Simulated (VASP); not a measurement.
# AlAs (F-43m) in VASP: a series of runs, part 2 of 2

VASP 6.6.1. The steps go on from the part before.

## (3) Single point, PBE

This run uses another cell than the first one, of 23.49 Å³/atom.

Contents of INCAR:

```
SYSTEM = AlAs
ALGO = Normal ; EDIFF = 1E-6
ENCUT = 500 ; GGA = PE
GGA_COMPAT = .False. ; ISIF = 2
ISMEAR = 0 ; LASPH = .True.
LCHARG = .True. ; LELF = .True.
LREAL = .False. ; LVHAR = .True.
LWAVE = .False. ; NBANDS = 11
NELM = 120 ; PREC = Accurate
SIGMA = 0.01
```

Contents of KPOINTS:

```
k-points
0
Gamma
  6 6 6
  0 0 0
```

Contents of POSCAR:

```
AlAs
1.0
    0.0000000000      2.8638065821      2.8638065821
    2.8638065821      0.0000000000      2.8638065821
    2.8638065821      2.8638065821      0.0000000000
Al As
1 1
Direct
    0.0000000000      0.0000000000      0.0000000000
    0.2500000000      0.2500000000      0.2500000000
```

Potentials or basis: VASP PAW PBE potentials, release 64 (Al, As).

Launch:

```bash
$ cat potpaw_PBE.64/Al/POTCAR potpaw_PBE.64/As/POTCAR > POTCAR
$ mpirun -np 1 vasp_std > vasp.out
```

OUTCAR:

```text
SYSTEM = AlAs
   EDIFF = 1E-6
   ENCUT = 500
   GGA = PE
   ISIF = 2
   ISMEAR = 0
   LASPH = .True.
   LREAL = .False.
   NELM = 120
   PREC = Accurate

 ion  position               nearest neighbor table
   1  0.000  0.000  0.000-   2 2.48   2 2.48   2 2.48   2 2.48
   2  0.250  0.250  0.250-   1 2.48   1 2.48   1 2.48   1 2.48

  LATTYP: Found a face centered cubic cell.
 ALAT       =     5.7276131642

  Lattice vectors:

 A1 = (   0.0000000000,   2.8638065821,   2.8638065821)
 A2 = (   2.8638065821,   0.0000000000,   2.8638065821)
 A3 = (   2.8638065821,   2.8638065821,   0.0000000000)

Analysis of symmetry for initial positions (statically):
=====================================================================
 Subroutine PRICEL returns:
 Original cell was already a primitive cell.

 Routine SETGRP: Setting up the symmetry group for a
 face centered cubic supercell.

 Subroutine GETGRP returns: Found 24 space group operations
 (whereof 24 operations were pure point group operations)
 out of a pool of 48 trial point group operations.

The static configuration has the point symmetry T_d .

Analysis of symmetry for dynamics (positions and initial velocities):
=====================================================================
 Subroutine PRICEL returns:
 Original cell was already a primitive cell.

 Routine SETGRP: Setting up the symmetry group for a
 face centered cubic supercell.

 Subroutine GETGRP returns: Found 24 space group operations
 (whereof 24 operations were pure point group operations)
 out of a pool of 48 trial point group operations.

The dynamic configuration has the point symmetry T_d .

 Subroutine INISYM returns: Found 24 space group operations
 (whereof 24 operations are pure point group operations),
 and found     1 'primitive' translations

----------------------------------------------------------------------------------------

[... 109 lines left out ...]
   LHFCALC =     F    Hartree Fock is set to
   AEXX    =    0.0000 exact exchange contribution
   IVDW    =     0    specifies the selected vdW correction
   LEPSILON=     F    determine dielectric tensor
   LRPA    =     F    only Hartree local field effects (RPA)
 non-spin polarized calculation
 Gauss-broadening in eV      SIGMA  =   0.01
  energy-cutoff  :      500.00
  volume of cell :       46.97
 maximum number of plane-waves:      1243
 NGX is ok and might be reduce to    30
   NGX = 15   NGY = 15   NGZ = 15

 number of electron       7.9999999 magnetization

 Free energy of the ion-electron system (eV)
  ---------------------------------------------------
  ext. energy  EPLUGINS =         0.00000000
  ---------------------------------------------------
  free energy    TOTEN  =        -9.37764191 eV

  energy without entropy =       -9.37764191  energy(sigma->0) =       -9.37764191

 E-fermi :   3.7014     XC(G=0):  -8.9025

 val. band max:        3.6003014997   @ k =   0.0000   0.0000   0.0000
 cond. band min:       5.0912118844   @ k =   0.5000   0.5000   0.0000
 fundamental gap:      1.4909103848
 Fermi energy:         3.7014302695

 k-point     1 :       0.0000    0.0000    0.0000
  band No.  band energies     occupation
      1      -8.0711      2.00000
      2       3.6003      2.00000
      3       3.6003      2.00000
      4       3.6003      2.00000
      5       5.3830      0.00000
      6       7.8237      0.00000
      7       7.8237      0.00000
      8       7.8237      0.00000
      9      12.2815      0.00000
     10      12.5395      0.00000
     11      12.5395      0.00000
[... 197 lines left out ...]
 k-point    16 :      -0.3333    0.5000    0.1667
  band No.  band energies     occupation
      1      -6.1900      2.00000
      2      -1.4942      2.00000
      3       0.7803      2.00000
      4       1.0179      2.00000
      5       6.7698      0.00000
      6       7.6433      0.00000
      7      10.5739      0.00000
      8      11.2582      0.00000
      9      13.9475      0.00000
     10      15.6295      0.00000
     11      15.9240      0.00000

------------------------ aborting loop because EDIFF is reached ----------------------------------------

  FORCE on cell =-STRESS in cart. coord.  units (eV):
  Direction    XX          YY          ZZ          XY          YZ          ZX
  --------------------------------------------------------------------------------------
  -------------------------------------------------------------------------------------
  Total        0.0574423      0.0574423      0.0574423      0.0000000      0.0000000      0.0000000
  in kB        1.9592106      1.9592106      1.9592106      0.0000000      0.0000000      0.0000000
  external PRESSURE =       1.9592106 kB  Pullay stress =       0.0000000 kB

 VOLUME and BASIS-vectors are now :
 -----------------------------------------------------------------------------
  energy-cutoff  :      500.00
  volume of cell :       46.97
      direct lattice vectors                 reciprocal lattice vectors
     0.000000000  2.863806582  2.863806582    -0.174592797  0.174592797  0.174592797
     2.863806582  0.000000000  2.863806582     0.174592797 -0.174592797  0.174592797
     2.863806582  2.863806582  0.000000000     0.174592797  0.174592797 -0.174592797

 POSITION                                       TOTAL-FORCE (eV/Angst)
 -----------------------------------------------------------------------------------
      0.00000      0.00000      0.00000        -0.000000     -0.000000      0.000000
      1.43190      1.43190      1.43190         0.000000      0.000000     -0.000000
 -----------------------------------------------------------------------------------
    total drift:                               -0.000000     -0.000000     -0.000000

  FREE ENERGIE OF THE ION-ELECTRON SYSTEM (eV)
  ---------------------------------------------------
  free  energy   TOTEN  =        -9.3776419120 eV

  energy  without entropy=       -9.3776419120  energy(sigma->0) =       -9.37764191
```

OSZICAR:

```text
N       E                     dE             d eps       ncg     rms          rms(c)
DAV:   1     0.135673093885E+02    0.13567E+02   -0.28533E+03   352   0.514E+02
DAV:   2    -0.852573893130E+01   -0.22093E+02   -0.21053E+02   443   0.897E+01
DAV:   3    -0.958727277064E+01   -0.10615E+01   -0.10601E+01   448   0.183E+01
DAV:   4    -0.959538649633E+01   -0.81137E-02   -0.81134E-02   416   0.183E+00
DAV:   5    -0.959551475571E+01   -0.12826E-03   -0.12826E-03   429   0.238E-01    0.313E+00
DAV:   6    -0.940750612954E+01    0.18801E+00   -0.34678E-01   382   0.210E+00    0.181E+00
DAV:   7    -0.937670207855E+01    0.30804E-01   -0.16395E-01   397   0.158E+00    0.674E-01
DAV:   8    -0.937738083612E+01   -0.67876E-03   -0.11332E-02   394   0.494E-01    0.112E-01
DAV:   9    -0.937748838923E+01   -0.10755E-03   -0.42279E-04   418   0.116E-01    0.641E-02
DAV:  10    -0.937763815172E+01   -0.14976E-03   -0.20616E-04   387   0.757E-02    0.771E-03
DAV:  11    -0.937764182018E+01   -0.36685E-05   -0.22470E-05   432   0.198E-02    0.574E-03
DAV:  12    -0.937764191197E+01   -0.91784E-07   -0.20178E-06   397   0.704E-03
   1 F= -.93776419E+01 E0= -.93776419E+01  d E =-.300997E-48
```

stdout:

```text
POSCAR found type information on POSCAR AlAs
 POSCAR found :  2 types and       2 ions
 scaLAPACK will be used
 LDA part: xc-table for (Slater+PW92), standard interpolation
 POSCAR, INCAR and KPOINTS ok, starting setup
 FFT: planning ... GRIDC
 FFT: planning ... GRID_SOFT
 FFT: planning ... GRID
 WAVECAR not read
 entering main loop
```

Wall time 9.2 s (1 thread of Intel Xeon 8259CL, shared host); peak memory 0.16 GiB.

Results:

```yaml
Free_energy: -9.3776 eV
Pressure: 0.2 GPa
Band_gap_on_the_k_mesh: 1.49 eV (least direct gap 1.78 eV)
```
